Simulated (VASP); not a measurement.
A run of VASP 6.6.1:

The input INCAR:

```
SYSTEM = HfCl7
ALGO     = Normal         ! electronic algorithm
EDIFF    = 1E-7           ! SCF threshold, eV
ENCUT    = 520            ! plane-wave cutoff, eV
GGA      = PE             ! functional
ISIF     = 2              ! what is computed and relaxed
ISMEAR   = 0              ! smearing method
LASPH    = .True.         ! aspherical terms in the spheres
LCHARG   = .False.        ! write CHGCAR
LREAL    = .False.        ! projectors in reciprocal space
LWAVE    = .False.        ! write WAVECAR
NBANDS   = 40             ! bands
NELM     = 100            ! most SCF steps
PREC     = Accurate       ! precision mode
SIGMA    = 0.1            ! smearing width, eV
```

The input KPOINTS:

```
k-points
0
Gamma
  8 8 8
  0 0 0
```

POSCAR

```
HfCl7
1.0
    0.0000000000      4.2883559284      4.2883559284
    4.2883559284      0.0000000000      4.2883559284
    4.2883559284      4.2883559284      0.0000000000
Hf Cl
1 7
Direct
    0.0000000000      0.0000000000      0.0000000000
    0.5000000000      0.0000000000      0.0000000000
    0.0000000000      0.5000000000      0.5000000000
    0.0000000000      0.5000000000      0.0000000000
    0.5000000000      0.0000000000      0.5000000000
    0.0000000000      0.0000000000      0.5000000000
    0.5000000000      0.5000000000      0.0000000000
    0.5000000000      0.5000000000      0.5000000000
```

Potentials or basis: VASP PAW PBE potentials, release 64 (Hf_pv, Cl).

Command:

```sh
$ cat potpaw_PBE.64/Hf_pv/POTCAR potpaw_PBE.64/Cl/POTCAR > POTCAR
$ mpirun -np 1 vasp_std > vasp.out
```

Hardware: 1 thread of Intel(R) Xeon(R) Platinum 8259CL CPU @ 2.50GHz (Skylake/Cascade Lake), on a shared host.

Q: How long does it take, and how much memory?

A: Wall time 4.3 min on 1 thread of Intel(R) Xeon(R) Platinum 8259CL CPU @ 2.50GHz (Skylake/Cascade Lake), on a shared host, peak memory 0.4 GiB. Counts: scf iterations 20, k points 29.
